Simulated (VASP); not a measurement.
# TiC: vibrations by perturbation theory with PBE

Crystal: TiC.

```xyz
2
Lattice="0.0000 2.1667 2.1667 2.1667 0.0000 2.1667 2.1667 2.1667 0.0000" Properties=species:S:1:pos:R:3 pbc="T T T"
Ti    2.1667    2.1667    2.1667
C     0.0000    0.0000    0.0000
```

| Quantity | Value |
| --- | --- |
| Program | VASP 6.6.1 |
| Task | vibrations by perturbation theory |
| Functional | PBE |
| Potentials or basis | VASP PAW PBE potentials, release 64 (Ti_sv, C) |
| Cutoff | 520 eV |
| k mesh | 24 × 24 × 24 |
| Occupations | fermi-dirac, width 0.15 eV |
| Spin | no spin polarisation |
| Dipole correction | no |
| Further INCAR settings | ALGO = Normal; EDIFF = 1e-08; IBRION = 8; NSW = 1 |

* Highest phonon frequency at Γ: 515 cm⁻¹

Phonon frequencies in cm⁻¹ (negative: imaginary):
| q point | frequencies |
| --- | --- |
| (0.000, 0.000, 0.000) | 0 0 0 515 515 515 |

It took 18 min on 1 thread of Intel(R) Xeon(R) Platinum 8259CL CPU @ 2.50GHz (Skylake/Cascade Lake), with other jobs on the host, peak memory 0.65 GiB.
